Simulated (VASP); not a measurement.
# CaSe (Fm-3m) in VASP: settings compared

Aim: see how the results for CaSe move with the level of theory and the settings. Levels: PBE, r2SCAN. Tasks: single point, relaxation of cell and atoms.

All numbers are computed with VASP 6.6.1; they aren't measurements. Logs are shortened: lines on timing, memory, paths and dates and some standing lists are left out, and cuts for length are marked.

### Step 1. The cell of the first run

It takes space group Fm-3m (No. 225, cubic). Conventional cell: a = 6.074 Å, b = 6.074 Å, c = 6.074 Å, α = 90.00°, β = 90.00°, γ = 90.00°. Ca (site symmetry m-3m) has 6 Se at 3.04 Å within 4.0 Å. Within 4.0 Å of Se (site symmetry m-3m) lie 6 Ca at 3.04 Å.

### Step 2. Single point, PBE (28.01 Å³/atom)

Input file INCAR:

```
SYSTEM = CaSe
PREC = Accurate
ENCUT = 520
EDIFF = 1E-6
ISMEAR = 0
SIGMA = 0.02
LREAL = .False.
LASPH = .True.
NELM = 60
ALGO = Normal
ISIF = 2
LWAVE = .False.
LCHARG = .False.
GGA = PE
NBANDS = 15
```

Input file KPOINTS:

```
regular mesh
0
Gamma
  8 8 8
  0 0 0
```

Input file POSCAR:

```
CaSe
1.0
    0.0000000000      3.0371113479      3.0371113479
    3.0371113479      0.0000000000      3.0371113479
    3.0371113479      3.0371113479      0.0000000000
Ca Se
1 1
Direct
    0.5000000000      0.5000000000      0.5000000000
    0.0000000000      0.0000000000      0.0000000000
```

Potentials or basis: VASP PAW PBE potentials, release 64 (Ca_sv, Se).

The run is started by

```sh
cat potpaw_PBE.64/Ca_sv/POTCAR potpaw_PBE.64/Se/POTCAR > POTCAR
mpirun -np 1 vasp_std > vasp.out
```

OUTCAR:

```text
SYSTEM = CaSe
   PREC = Accurate
   ENCUT = 520
   EDIFF = 1E-6
   ISMEAR = 0
   LREAL = .False.
   LASPH = .True.
   NELM = 60
   ISIF = 2
   GGA = PE

 ion  position               nearest neighbor table
   1  0.500  0.500  0.500-
   2  0.000  0.000  0.000-

  LATTYP: Found a face centered cubic cell.
 ALAT       =     6.0742226958

  Lattice vectors:

 A1 = (   0.0000000000,   3.0371113479,   3.0371113479)
 A2 = (   3.0371113479,   0.0000000000,   3.0371113479)
 A3 = (   3.0371113479,   3.0371113479,   0.0000000000)

Analysis of symmetry for initial positions (statically):
=====================================================================
 Subroutine PRICEL returns:
 Original cell was already a primitive cell.

 Routine SETGRP: Setting up the symmetry group for a
 face centered cubic supercell.

 Subroutine GETGRP returns: Found 48 space group operations
 (whereof 48 operations were pure point group operations)
 out of a pool of 48 trial point group operations.

The static configuration has the point symmetry O_h .

Analysis of symmetry for dynamics (positions and initial velocities):
=====================================================================
 Subroutine PRICEL returns:
 Original cell was already a primitive cell.

 Routine SETGRP: Setting up the symmetry group for a
 face centered cubic supercell.

 Subroutine GETGRP returns: Found 48 space group operations
 (whereof 48 operations were pure point group operations)
 out of a pool of 48 trial point group operations.

The dynamic configuration has the point symmetry O_h .

 Subroutine INISYM returns: Found 48 space group operations
 (whereof 48 operations are pure point group operations),
 and found     1 'primitive' translations

----------------------------------------------------------------------------------------

                                     Primitive cell

  volume of cell :      56.0289

  direct lattice vectors                    reciprocal lattice vectors
     0.000000000  3.037111348  3.037111348    -0.164630118  0.164630118  0.164630118
     3.037111348  0.000000000  3.037111348     0.164630118 -0.164630118  0.164630118
     3.037111348  3.037111348  0.000000000     0.164630118  0.164630118 -0.164630118

  length of vectors
     4.295124059  4.295124059  4.295124059     0.285147729  0.285147729  0.285147729

  position of ions in fractional coordinates (direct lattice)
     0.500000000  0.500000000  0.500000000
     0.000000000  0.000000000  0.000000000

  ion indices of the primitive-cell ions
   primitive index   ion index
                 1           1
                 2           2

----------------------------------------------------------------------------------------

 KPOINTS: regular mesh

Automatic generation of k-mesh.
 Grid dimensions read from file:
 generate k-points for:    8    8    8

 Generating k-lattice:

  Cartesian coordinates                     Fractional coordinates (reciprocal lattice)
    -0.020578765  0.020578765  0.020578765     0.125000000  0.000000000  0.000000000
     0.020578765 -0.020578765  0.020578765     0.000000000  0.125000000  0.000000000
     0.020578765  0.020578765 -0.020578765     0.000000000  0.000000000  0.125000000

  Length of vectors
     0.035643466  0.035643466  0.035643466

  Shift w.r.t. Gamma in fractional coordinates (k-lattice)
     0.000000000  0.000000000  0.000000000

 Subroutine IBZKPT returns following result:
 ===========================================

 Found     29 irreducible k-points:

 Following reciprocal coordinates:
            Coordinates               Weight
  0.000000  0.000000  0.000000      1.000000
  0.125000  0.000000  0.000000      8.000000
  0.250000  0.000000  0.000000      8.000000
  0.375000  0.000000  0.000000      8.000000
  0.500000  0.000000  0.000000      4.000000
  0.125000  0.125000  0.000000      6.000000
[... 16 lines left out ...]
  0.500000  0.250000  0.125000     48.000000
 -0.375000  0.250000  0.125000     24.000000
 [... further k-points ...]
   k-points           NKPTS =     29   k-points in BZ     NKDIM =     29   number of bands    NBANDS=     15
   number of dos      NEDOS =    301   number of ions     NIONS =      2
   total plane-waves  NPLWV =  32768
   dimension x,y,z NGX =    32 NGY =   32 NGZ =   32
   dimension x,y,z NGXF=    64 NGYF=   64 NGZF=   64
   ions per type =               1   1
   NGX,Y,Z   is equivalent  to a cutoff of  12.39, 12.39, 12.39 a.u.
   NGXF,Y,Z  is equivalent  to a cutoff of  24.77, 24.77, 24.77 a.u.
 SYSTEM =  CaSe
   PREC   = accura    normal or accurate (medium, high low for compatibility)
   ISTART =      0    job   : 0-new  1-cont  2-samecut
   ICHARG =      2    charge: 1-file 2-atom 10-const
   ISPIN  =      1    spin polarized calculation?
   LNONCOLLINEAR =      F non collinear calculations
   LSORBIT =      F    spin-orbit coupling
   LASPH  =      T    aspherical Exc in radial PAW
   ENCUT  =  520.0 eV  38.22 Ry    6.18 a.u.   7.99  7.99  7.99*2*pi/ulx,y,z
   NELM   =     60;   NELMIN=  2; NELMDL= -5     # of ELM steps
   EDIFF  = 0.1E-05   stopping-criterion for ELM
   LREAL  =      F    real-space projection
   EDIFFG = 0.1E-04   stopping-criterion for IOM
   NSW    =      0    number of steps for IOM
   IBRION =     -1    ionic relax: 0-MD 1-quasi-New 2-CG
   NFREE  =      0    steps in history (QN), initial steepest desc. (CG)
   ISIF   =      2    stress and relaxation
   ISYM   =      2    0-nonsym 1-usesym 2-fastsym
   POTIM  = 0.5000    time-step for ionic-motion
   TEBEG  =    0.0;   TEEND  =   0.0 temperature during run
   PSTRESS=    0.0 pullay stress
   NELECT =      16.0000    total number of electrons
   NUPDOWN=      -1.0000    fix difference up-down
   EMIN   =  10.00;   EMAX   =-10.00  energy-range for DOS
   EFERMI =   0.00;   METHOD = LEGACY
   ISMEAR =     0;   SIGMA  =   0.02  broadening in eV -4-tet -1-fermi 0-gaus
   EFERMI_NEDOS =   21; number of points for ismear=-14 and -15
   IALGO  =     38    algorithm
   IMIX   =      4    mixing-type and parameters
     AMIX     =   0.40;   BMIX     =  1.00
     AMIX_MAG =   1.60;   BMIX_MAG =  1.00
  volume/ion in A,a.u.               =      28.01       189.05
  Fermi-wavevector in a.u.,A,eV,Ry     =   1.078063  2.037244 15.812959  1.162220
  Thomas-Fermi vector in A             =   2.213992
   LORBIT       =      0    0 simple, 1 ext, 2 COOP (PROOUT), +10 PAW based schemes
   GGA     = PE    functional components
   LHFCALC =     F    Hartree Fock is set to
   AEXX    =    0.0000 exact exchange contribution
   IVDW    =     0    specifies the selected vdW correction
   LEPSILON=     F    determine dielectric tensor
   LRPA    =     F    only Hartree local field effects (RPA)
 non-spin polarized calculation
 Gauss-broadening in eV      SIGMA  =   0.02
  energy-cutoff  :      520.00
  volume of cell :       56.03
 maximum number of plane-waves:      1540
   NGX = 15   NGY = 15   NGZ = 15

 number of electron      16.0000004 magnetization

 Free energy of the ion-electron system (eV)
  ---------------------------------------------------
  ext. energy  EPLUGINS =         0.00000000
  ---------------------------------------------------
  free energy    TOTEN  =        -9.46378695 eV

  energy without entropy =       -9.46378695  energy(sigma->0) =       -9.46378695

 E-fermi :   2.0285     XC(G=0):  -8.8245

 val. band max:        1.9212046154   @ k =   0.0000   0.0000   0.0000
 cond. band min:       4.1141791632   @ k =   0.5000   0.5000   0.0000
 fundamental gap:      2.1929745477
 Fermi energy:         2.0284876453

 k-point     1 :       0.0000    0.0000    0.0000
  band No.  band energies     occupation
      1     -38.0806      2.00000
      2     -19.0602      2.00000
      3     -19.0602      2.00000
      4     -19.0602      2.00000
      5      -9.6175      2.00000
      6       1.9212      2.00000
      7       1.9212      2.00000
      8       1.9212      2.00000
      9       4.8546      0.00000
     10       5.6364      0.00000
     11       5.6364      0.00000
     12       5.6364      0.00000
     13       6.1301      0.00000
     14       6.1301      0.00000
     15      11.5146      0.00000

 k-point     2 :       0.1250    0.0000    0.0000
  band No.  band energies     occupation
      1     -38.0800      2.00000
      2     -19.0718      2.00000
      3     -19.0611      2.00000
      4     -19.0611      2.00000
      5      -9.5422      2.00000
      6       1.2093      2.00000
      7       1.7184      2.00000
      8       1.7184      2.00000
      9       5.3549      0.00000
     10       5.8253      0.00000
     11       5.8253      0.00000
     12       5.9712      0.00000
     13       6.4825      0.00000
     14       6.4825      0.00000
     15      11.5550      0.00000

 k-point     3 :       0.2500    0.0000    0.0000
  band No.  band energies     occupation
      1     -38.0784      2.00000
      2     -19.0994      2.00000
      3     -19.0632      2.00000
      4     -19.0632      2.00000
      5      -9.3520      2.00000
      6       0.0799      2.00000
      7       1.3195      2.00000
      8       1.3195      2.00000
      9       5.5643      0.00000
     10       6.2876      0.00000
     11       6.2876      0.00000
     12       7.2255      0.00000
     13       7.3548      0.00000
     14       7.3548      0.00000
     15      10.9068      0.00000

 k-point     4 :       0.3750    0.0000    0.0000
  band No.  band energies     occupation
      1     -38.0769      2.00000
      2     -19.1266      2.00000
      3     -19.0652      2.00000
      4     -19.0652      2.00000
      5      -9.1477      2.00000
      6      -0.7629      2.00000
      7       0.9985      2.00000
      8       0.9985      2.00000
      9       5.9204      0.00000
     10       6.8824      0.00000
     11       6.8824      0.00000
     12       7.5870      0.00000
     13       8.3315      0.00000
     14       8.3315      0.00000
     15      10.5756      0.00000
[... 307 lines left out ...]
 k-point    22 :       0.3750    0.2500    0.1250
  band No.  band energies     occupation
      1     -38.0773      2.00000
      2     -19.1037      2.00000
      3     -19.0760      2.00000
      4     -19.0667      2.00000
      5      -9.2515      2.00000
      6      -0.1942      2.00000
      7       1.0678      2.00000
      8       1.1307      2.00000
      9       5.3664      0.00000
     10       6.3646      0.00000
     11       6.9225      0.00000
     12       6.9236      0.00000
     13       7.4595      0.00000
     14       9.0726      0.00000
     15      10.0554      0.00000

 k-point    23 :       0.5000    0.2500    0.1250
  band No.  band energies     occupation
      1     -38.0761      2.00000
      2     -19.1175      2.00000
      3     -19.0821      2.00000
      4     -19.0701      2.00000
      5      -9.1171      2.00000
      6      -0.5322      2.00000
      7       0.6384      2.00000
      8       0.9106      2.00000
      9       5.7737      0.00000
     10       6.9008      0.00000
     11       7.2147      0.00000
     12       7.3440      0.00000
     13       7.7780      0.00000
     14       9.2208      0.00000
     15       9.5282      0.00000

 k-point    24 :      -0.3750    0.2500    0.1250
  band No.  band energies     occupation
      1     -38.0756      2.00000
      2     -19.1236      2.00000
      3     -19.0834      2.00000
      4     -19.0724      2.00000
      5      -9.0598      2.00000
      6      -0.6585      2.00000
      7       0.4621      2.00000
      8       0.8291      2.00000
      9       6.2897      0.00000
     10       6.5594      0.00000
     11       7.4098      0.00000
     12       7.6125      0.00000
     13       7.9491      0.00000
     14       8.8275      0.00000
     15       9.9694      0.00000

 [... further k-points ...]
[... 5 lines left out ...]
  --------------------------------------------------------------------------------------
  -------------------------------------------------------------------------------------
  Total       -0.8154061     -0.8154061     -0.8154061     -0.0000000      0.0000000      0.0000000
  in kB      -23.3169867    -23.3169867    -23.3169867     -0.0000000      0.0000000      0.0000000
  external PRESSURE =     -23.3169867 kB  Pullay stress =       0.0000000 kB

 VOLUME and BASIS-vectors are now :
 -----------------------------------------------------------------------------
  energy-cutoff  :      520.00
  volume of cell :       56.03
      direct lattice vectors                 reciprocal lattice vectors
     0.000000000  3.037111348  3.037111348    -0.164630118  0.164630118  0.164630118
     3.037111348  0.000000000  3.037111348     0.164630118 -0.164630118  0.164630118
     3.037111348  3.037111348  0.000000000     0.164630118  0.164630118 -0.164630118

 POSITION                                       TOTAL-FORCE (eV/Angst)
 -----------------------------------------------------------------------------------
      3.03711      3.03711      3.03711        -0.000000      0.000000      0.000000
      0.00000      0.00000      0.00000         0.000000     -0.000000     -0.000000
 -----------------------------------------------------------------------------------
    total drift:                                0.000000     -0.000000      0.000000

  FREE ENERGIE OF THE ION-ELECTRON SYSTEM (eV)
  ---------------------------------------------------
  free  energy   TOTEN  =        -9.4637869529 eV

  energy  without entropy=       -9.4637869529  energy(sigma->0) =       -9.46378695
```

Run time: 33 s. Hardware: 1 thread of Intel Xeon 8259CL, shared host; peak memory 0.18 GiB.

What came out:

- Free energy: -9.4638 eV
- Pressure: -2.3 GPa
- Band gap on the k mesh: 2.19 eV (least direct gap 2.93 eV)

A k mesh can miss the band edges.

### Step 3. Single point, PBE (29.07 Å³/atom)

This run uses another cell than the first one, of 29.07 Å³/atom.

Input file INCAR:

```
PREC = Accurate
ENCUT = 520
EDIFF = 1E-7
ISMEAR = 0
SIGMA = 0.02
LREAL = F
LASPH = T
NELM = 60
ALGO = Normal
ISIF = 2
LWAVE = F
LCHARG = T
GGA = PE
LELF = T
LVHAR = T
NBANDS = 15
```

Input file KPOINTS:

```
regular mesh
0
Gamma
  8 8 8
```

Input file POSCAR:

```
CaSe
1.0
    0.0000000000      3.0748432973      3.0748432973
    3.0748432973      0.0000000000      3.0748432973
    3.0748432973      3.0748432973      0.0000000000
Ca Se
1 1
Direct
    0.5000000000      0.5000000000      0.5000000000
    0.0000000000      0.0000000000      0.0000000000
```

Potentials or basis: VASP PAW PBE potentials, release 64 (Ca_sv, Se).

The run is started by

```sh
cat potpaw_PBE.64/Ca_sv/POTCAR potpaw_PBE.64/Se/POTCAR > POTCAR
mpirun -np 1 vasp_std > vasp.out
```

It took 32 s on 1 thread of Intel Xeon 8259CL, shared host; peak memory 0.18 GiB.

The run converged. Its results:

| Item | Value |
| --- | --- |
| Free energy | -9.4245 eV |
| Pressure | -3.6 GPa |
| Band gap on the k mesh | 2.26 eV (least direct gap 2.76 eV) |

Levels at points of the mesh, in eV from the valence-band top:
```csv
k point,band 4,band 5,band 6,band 7,band 8,band 9,band 10,band 11,band 12,band 13
"(0.00, 0.00, 0.00)",-21.10,-11.43,0.00,0.00,0.00,2.76,3.71,3.71,3.71,4.17
"(0.50, 0.00, 0.00)",-21.10,-10.92,-2.87,-0.97,-0.97,4.31,5.14,5.19,5.19,6.83
"(0.50, 0.50, 0.00)",-21.12,-10.98,-2.23,-0.82,-0.82,2.26,4.55,4.81,5.53,5.64
```

Caveat: the cell stands under tension. A k mesh can miss the band edges.

(Continued in part 2 of 3.)
